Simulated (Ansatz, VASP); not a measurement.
**BaZrO3: VASP beside Ansatz**

```xyz
5
Lattice="4.1815 0.0000 0.0000 0.0000 4.1815 0.0000 0.0000 0.0000 4.1815" Properties=species:S:1:pos:R:3 pbc="T T T"
Ba    2.0907    1.9847    1.9847
Zr    0.0000    0.0000    0.0000
O     2.0907    0.0000    0.0000
O     0.0000    2.0907    0.0000
O     0.0000    0.0000    2.0907
```

Change from the starting cell: all Ba atoms moved +0.150 Å, as atom 1 towards its neighbour atom 3 (O) at 2.957 Å.

Alike in both runs: task single point; functional r2SCAN; k mesh 6 × 6 × 6; occupations gaussian, width 0.05 eV; no spin polarisation.

```csv
,VASP,Ansatz
version,VASP 6.6.1,Ansatz 0.2.0
potentials or method,"VASP PAW PBE potentials, release 64 (Ba_sv, Zr_sv, O), cutoff 520 eV","scalar-relativistic, plane waves, PAW"
valence electrons in the cell,40,40
```

Ansatz gave:

```
gap on the k mesh at the Fermi level (eV)                     : 3.75
least direct gap on the mesh (eV)                             : 3.96
pressure (GPa)                                                : 3.3
traceless stress, the component that is largest in VASP (GPa) : 0.45
rms of the force components (eV/Å)                            : 0.224
```

**Question.** What did VASP give for the same quantities?

**Answer.** gap on the k mesh at the Fermi level (eV): 3.70; least direct gap on the mesh (eV): 3.93; pressure (GPa): 4.4; traceless stress, the component that is largest in VASP (GPa): 0.49; rms of the force components (eV/Å): 0.238.

VASP's potentials were made for PBE, not for r2SCAN. Atom by atom the forces differ by 0.021 eV/Å (rms over components).

Neither program's run includes spin-orbit coupling.
